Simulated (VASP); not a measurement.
# KMgBe6 (R-3m) in VASP: further runs, part 2 of 3

VASP 6.6.1. Earlier steps stand in the parts before.

**4. Single point, PBE**

This run uses another cell than the first one, of 16.88 Å³/atom.

The input, INCAR:

```
ALGO = Normal ; EDIFF = 1E-7
ENCUT = 520 ; GGA = PE
ISIF = 2 ; ISMEAR = 0
LASPH = True ; LCHARG = False
LREAL = False ; LWAVE = False
NBANDS = 22 ; NELM = 80
PREC = Accurate ; SIGMA = 0.1
```

The input, KPOINTS:

```
k-points
0
Gamma
  6 6 6
```

The input, POSCAR:

```
KMgBe6
1.0
    3.3427888761      1.9299600575      3.4895928241
   -3.3427888761      1.9299600575      3.4895928241
    0.0000000000     -3.8599201150      3.4895928241
K Mg Be
1 1 6
Direct
    0.5000000000      0.5000000000      0.5000000000
    0.0000000000      0.0000000000      0.0000000000
    0.3541185523      0.3541185523      0.0409560451
    0.0409560451      0.3541185523      0.3541185523
    0.3541185523      0.0409560451      0.3541185523
    0.9590439549      0.6458814477      0.6458814477
    0.6458814477      0.6458814477      0.9590439549
    0.6458814477      0.9590439549      0.6458814477
```

Command:

```bash
> cat potpaw_PBE.64/K_sv/POTCAR potpaw_PBE.64/Mg/POTCAR potpaw_PBE.64/Be/POTCAR > POTCAR
> mpirun -np 1 vasp_std > vasp.out
```

It took 77 s on 1 thread of Intel Xeon Platinum 8259CL at 2.50GHz (Skylake/Cascade Lake), shared host; peak memory 0.3 GiB.

It converged, with:

| Quantity | Value |
| --- | --- |
| Free energy | -16.2089 eV |
| Pressure | 0.1 GPa |
| Largest force | 0.010 eV/Å |
| Band gap on the k mesh | zero (an odd number of electrons rules out a gap without spin polarisation) |

Forces in eV/Å, atoms in the order of the input:
```
K    0.000  0.000  0.000
Mg   0.000  0.000  0.000
Be   0.000  0.007 -0.007
Be  -0.006 -0.003 -0.007
Be   0.006 -0.003 -0.007
Be   0.006  0.003  0.007
Be   0.000 -0.007  0.007
Be  -0.006  0.003  0.007
```

Levels at points of the mesh, in eV from the Fermi level:
| k point | band 10 | band 11 | band 12 | band 13 | band 14 | band 15 |
| --- | --- | --- | --- | --- | --- | --- |
| (0.00, 0.00, 0.00) | -0.58 | -0.52 | -0.52 | 0.66 | 0.66 | 1.29 |
| (0.50, 0.00, 0.00) | -1.16 | -0.81 | -0.57 | 0.37 | 1.06 | 1.30 |
| (0.50, 0.50, 0.00) | -0.61 | 0.08 | 0.20 | 0.51 | 0.87 | 1.03 |
| (0.50, 0.50, 0.50) | -2.03 | -2.03 | -1.92 | 2.39 | 3.12 | 3.12 |

**5. Relaxation of cell and atoms, PBE**

The input, INCAR:

```
PREC     = Accurate       # precision mode
ENCUT    = 600            # plane-wave cutoff, eV
EDIFF    = 1E-7           # SCF threshold, eV
ISMEAR   = 0              # smearing method
SIGMA    = 0.1            # smearing width, eV
LREAL    = F              # projectors in reciprocal space
LASPH    = T              # aspherical terms in the spheres
NELM     = 80             # most SCF steps
ALGO     = Fast           # electronic algorithm
ISIF     = 3              # what is computed and relaxed
LWAVE    = F              # write WAVECAR
LCHARG   = F              # write CHGCAR
GGA      = PE             # functional
IBRION   = 2              # ionic algorithm
NSW      = 90             # ionic steps
EDIFFG   = -0.04          # ionic threshold
```

The input, KPOINTS:

```
regular mesh
0
Gamma
  6 6 6
```

The input, POSCAR:

```
KMgBe6
1.0
    3.4517749271      1.9928831834      2.2645651346
   -3.4517749271      1.9928831834      2.2645651346
    0.0000000000     -3.9857663666      2.2645651346
K Mg Be
1 1 6
Direct
    0.5000000000      0.5000000000      0.5000000000
    0.0000000000      0.0000000000      0.0000000000
    0.2650000000      0.2650000000      0.9260000000
    0.9260000000      0.2650000000      0.2650000000
    0.2650000000      0.9260000000      0.2650000000
    0.0740000000      0.7350000000      0.7350000000
    0.7350000000      0.7350000000      0.0740000000
    0.7350000000      0.0740000000      0.7350000000
```

Potentials or basis: VASP PAW PBE potentials, release 64 (K_sv, Mg, Be).

Command:

```bash
> cat potpaw_PBE.64/K_sv/POTCAR potpaw_PBE.64/Mg/POTCAR potpaw_PBE.64/Be/POTCAR > POTCAR
> mpirun -np 1 vasp_std > vasp.out
```

OUTCAR:

```text
PREC = Accurate
   ENCUT = 600
   EDIFF = 1E-7
   ISMEAR = 0
   LREAL = F
   LASPH = T
   NELM = 80
   ISIF = 3
   GGA = PE
   IBRION = 2
   NSW = 90
   EDIFFG = -0.04

 ion  position               nearest neighbor table
   1  0.500  0.500  0.500-   3 2.64   7 2.64   5 2.64   6 2.64   4 2.64   8 2.64   7 2.72   3 2.72
                             6 2.72   8 2.72   5 2.72   4 2.72   2 3.40   2 3.40
   2  0.000  0.000  0.000-   4 1.70   5 1.70   6 1.70   8 1.70   7 1.70   3 1.70   1 3.40   1 3.40

   3  0.265  0.265  0.926-   2 1.70   4 2.34   5 2.34   1 2.64   1 2.72
   4  0.926  0.265  0.265-   2 1.70   3 2.34   5 2.34   1 2.64   1 2.72
   5  0.265  0.926  0.265-   2 1.70   3 2.34   4 2.34   1 2.64   1 2.72
   6  0.074  0.735  0.735-   2 1.70   7 2.34   8 2.34   1 2.64   1 2.72
   7  0.735  0.735  0.074-   2 1.70   6 2.34   8 2.34   1 2.64   1 2.72
   8  0.735  0.074  0.735-   2 1.70   7 2.34   6 2.34   1 2.64   1 2.72

  LATTYP: Found a trigonal (rhomboedric) cell.
 ALAT       =     4.5841671849
 COS(alpha) =    -0.1339503497

  Lattice vectors:

 A1 = (   3.4517749271,   1.9928831834,   2.2645651346)
 A2 = (  -3.4517749271,   1.9928831834,   2.2645651346)
 A3 = (   0.0000000000,  -3.9857663666,   2.2645651346)

Analysis of symmetry for initial positions (statically):
=====================================================================
 Subroutine PRICEL returns:
 Original cell was already a primitive cell.

 Routine SETGRP: Setting up the symmetry group for a
 trigonal (rhombohedral) supercell.

 Subroutine GETGRP returns: Found 12 space group operations
 (whereof 12 operations were pure point group operations)
 out of a pool of 12 trial point group operations.

The static configuration has the point symmetry D_3d.

Analysis of symmetry for dynamics (positions and initial velocities):
=====================================================================
 Subroutine PRICEL returns:
 Original cell was already a primitive cell.

 Routine SETGRP: Setting up the symmetry group for a
 trigonal (rhombohedral) supercell.

 Subroutine GETGRP returns: Found 12 space group operations
 (whereof 12 operations were pure point group operations)
 out of a pool of 12 trial point group operations.

The dynamic configuration has the point symmetry D_3d.

[... 132 lines left out ...]
  Fermi-wavevector in a.u.,A,eV,Ry     =   1.025882  1.938635 14.319226  1.052433
  Thomas-Fermi vector in A             =   2.159745
   LORBIT       =      0    0 simple, 1 ext, 2 COOP (PROOUT), +10 PAW based schemes
   GGA     = PE    functional components
   LHFCALC =     F    Hartree Fock is set to
   AEXX    =    0.0000 exact exchange contribution
   IVDW    =     0    specifies the selected vdW correction
   LEPSILON=     F    determine dielectric tensor
   LRPA    =     F    only Hartree local field effects (RPA)
 conjugate gradient relaxation of ions
 non-spin polarized calculation
 RMM-DIIS sequential band-by-band and
 Gauss-broadening in eV      SIGMA  =   0.10
  energy-cutoff  :      600.00
  volume of cell :       93.47
 maximum number of plane-waves:      3156
 NGX is ok and might be reduce to    40
   NGX = 19   NGY = 19   NGZ = 19

--------------------------------------- Ionic step        1  -------------------------------------------

 number of electron      22.9999999 magnetization

 Free energy of the ion-electron system (eV)
  ---------------------------------------------------
  ext. energy  EPLUGINS =         0.00000000
  ---------------------------------------------------
  free energy    TOTEN  =        -0.52610321 eV

  energy without entropy =       -0.51885525  energy(sigma->0) =       -0.52247923

 E-fermi :   4.5927     XC(G=0):  -9.8729

 val. band max:        4.5677384231   @ k =   0.1667   0.0000   0.0000
 cond. band min:       4.5983418958   @ k =   0.3333   0.0000   0.0000
 fundamental gap:      0.0306034728
 Fermi energy:         4.5926605331

 k-point     1 :       0.0000    0.0000    0.0000
  band No.  band energies     occupation
      1     -25.5225      2.00000
      2      -9.3701      2.00000
      3      -9.3701      2.00000
      4      -9.2960      2.00000
      5      -4.1600      2.00000
      6       1.2879      2.00000
[... 566 lines left out ...]
  FREE ENERGIE OF THE ION-ELECTRON SYSTEM (eV)
  ---------------------------------------------------
  free  energy   TOTEN  =       -12.6347894007 eV

  energy  without entropy=      -12.6199468911  energy(sigma->0) =      -12.62736815

[... ionic steps 4 to 29 ...]

--------------------------------------- Ionic step       30  -------------------------------------------

 number of electron      23.0000001 magnetization

------------------------ aborting loop because EDIFF is reached ----------------------------------------
[... 79 lines left out ...]
--------------------------------------- Ionic step       32  -------------------------------------------

 number of electron      23.0000000 magnetization

 Free energy of the ion-electron system (eV)
  ---------------------------------------------------
  ext. energy  EPLUGINS =         0.00000000
  ---------------------------------------------------
  free energy    TOTEN  =       -16.20112779 eV

  energy without entropy =      -16.18213015  energy(sigma->0) =      -16.19162897

 E-fermi :   2.2299     XC(G=0):  -8.6433

 val. band max:        2.2204028945   @ k =   0.3333   0.1667   0.1667
 cond. band min:       2.2406406452   @ k =   0.3333   0.3333   0.0000
 fundamental gap:      0.0202377507
 Fermi energy:         2.2299061612

 k-point     1 :       0.0000    0.0000    0.0000
  band No.  band energies     occupation
      1     -27.5653      2.00000
      2     -11.3344      2.00000
      3     -11.3344      2.00000
      4     -11.2322      2.00000
      5      -4.6606      2.00000
      6      -1.6157      2.00000
[... 482 lines left out ...]
  FREE ENERGIE OF THE ION-ELECTRON SYSTEM (eV)
  ---------------------------------------------------
  free  energy   TOTEN  =       -16.2011277947 eV

  energy  without entropy=      -16.1821301506  energy(sigma->0) =      -16.19162897

 reached required accuracy - stopping structural energy minimisation
```

OSZICAR:

```text
N       E                     dE             d eps       ncg     rms          rms(c)
DAV:   1     0.113728430667E+03    0.11373E+03   -0.10545E+04  1024   0.135E+03
DAV:   2     0.512313027445E+01   -0.10861E+03   -0.10640E+03  1312   0.290E+02
DAV:   3    -0.235334856385E+01   -0.74765E+01   -0.73665E+01  1872   0.618E+01
[... 650 lines left out ...]
       N       E                     dE             d eps       ncg     rms          rms(c)
DAV:   1    -0.162211738447E+02   -0.34659E-01   -0.18344E+00  1152   0.103E+01    0.929E-01
RMM:   2    -0.162050349128E+02    0.16139E-01   -0.55082E-02  1158   0.196E+00    0.538E-01
RMM:   3    -0.161997413079E+02    0.52936E-02   -0.21043E-02  1175   0.100E+00    0.455E-01
RMM:   4    -0.161997482426E+02   -0.69348E-05   -0.31216E-03  1251   0.473E-01    0.140E-01
RMM:   5    -0.161998052399E+02   -0.56997E-04   -0.17345E-03  1359   0.256E-01    0.307E-02
RMM:   6    -0
```

It took 42 min on 1 thread of Intel Xeon Platinum 8259CL at 2.50GHz (Skylake/Cascade Lake), shared host; peak memory 0.3 GiB.

Results:

* Free energy: -16.2011 eV
* Relaxed volume: 16.87 Å³/atom
* Relaxed cell: a = 5.200 Å, b = 5.200 Å, c = 5.200 Å, α = 80.09°, β = 80.09°, γ = 80.09°
* Space group after relaxing (to 0.1 Å): R-3m (No. 166)
* Energy gained by relaxing: 1959.4 meV/atom
* Ionic steps: 32
* Pressure after relaxing: 0.0 GPa
* Largest force after relaxing: 0.037 eV/Å
* Band gap on the k mesh: zero (an odd number of electrons rules out a gap without spin polarisation)

Forces in eV/Å, atoms in the order of the input:
```
K    0.000  0.000  0.000
Mg   0.000  0.000  0.000
Be   0.000 -0.037  0.004
Be   0.032  0.018  0.004
Be  -0.032  0.018  0.004
Be  -0.032 -0.018 -0.004
Be   0.000  0.037 -0.004
Be   0.032 -0.018 -0.004
```

Stress tensor (GPa, compression positive):
```
-0.06  0.00  0.00
 0.00 -0.06  0.00
 0.00  0.00  0.02
```

Step by step:
| step | energy change (eV) | largest force (eV/Å) | pressure (GPa) | volume (Å³) |
| --- | --- | --- | --- | --- |
| 1 | 0.0000 | 7.8726 | 50.41 | 93.47 |
| 2 | -12.1105 | 0.7732 | -1.81 | 152.50 |
| 3 | -12.1087 | 0.7848 | -1.66 | 151.64 |
| 4 | -12.3939 | 0.6678 | -1.01 | 147.94 |
| 5 | -12.6140 | 0.1646 | 1.53 | 140.86 |
| 6 | -12.6208 | 0.2486 | 0.93 | 142.14 |
| 7 | -12.6215 | 0.2180 | 1.09 | 141.79 |
| 8 | -12.6598 | 0.1956 | 0.50 | 144.54 |
| 9 | -12.7005 | 0.1856 | -0.74 | 151.59 |
| 10 | -12.7350 | 0.1876 | -0.94 | 152.16 |
| 11 | -12.8549 | 0.2201 | -1.51 | 153.79 |
| 12 | -13.1843 | 0.3125 | -2.75 | 156.63 |
| 13 | -14.0254 | 0.5145 | -4.83 | 160.74 |
| 14 | -15.0500 | 1.0342 | -1.76 | 163.20 |
| 15 | -14.8110 | 0.6287 | -4.73 | 162.80 |
| 16 | -15.1622 | 0.2493 | -3.78 | 163.25 |
| 17 | -15.2044 | 0.2908 | -2.96 | 163.29 |
| 18 | -15.2033 | 0.1745 | -3.29 | 163.29 |
| 19 | -15.2519 | 0.4586 | -2.42 | 161.13 |
| 20 | -15.2519 | 0.4564 | -2.43 | 161.14 |
| 21 | -15.3105 | 0.4043 | -2.20 | 158.83 |
| 22 | -15.4463 | 0.2973 | -1.40 | 152.03 |
| 23 | -15.5154 | 0.5519 | 0.86 | 138.99 |
| 24 | -15.5256 | 0.4283 | 0.13 | 142.56 |
| 25 | -15.5678 | 0.3063 | 0.13 | 141.23 |
| 26 | -15.5993 | 0.1732 | 0.21 | 138.88 |
| 27 | -15.6203 | 0.1078 | -0.10 | 138.82 |
| 28 | -15.6464 | 0.2243 | -0.91 | 138.63 |
| 29 | -15.6604 | 0.1787 | -0.68 | 137.50 |
| 30 | -15.6738 | 0.0853 | -0.16 | 135.27 |
| 31 | -15.6739 | 0.0725 | -0.08 | 134.97 |
| 32 | -15.6750 | 0.0370 | -0.03 | 135.00 |

Final structure:
```
K Mg Be
1.0
     3.34585    1.93173    3.48110
    -3.34585    1.93173    3.48110
     0.00000   -3.86345    3.48110
K Mg Be
1 1 6
Direct
  0.50000 0.50000 0.50000
  0.00000 0.00000 0.00000
  0.35380 0.35380 0.03979
  0.03979 0.35380 0.35380
  0.35380 0.03979 0.35380
  0.96021 0.64620 0.64620
  0.64620 0.64620 0.96021
  0.64620 0.96021 0.64620
```

Caveat: the volume moved by over 15 % at a fixed basis, so the end points are rough.

(Continued in part 3 of 3.)
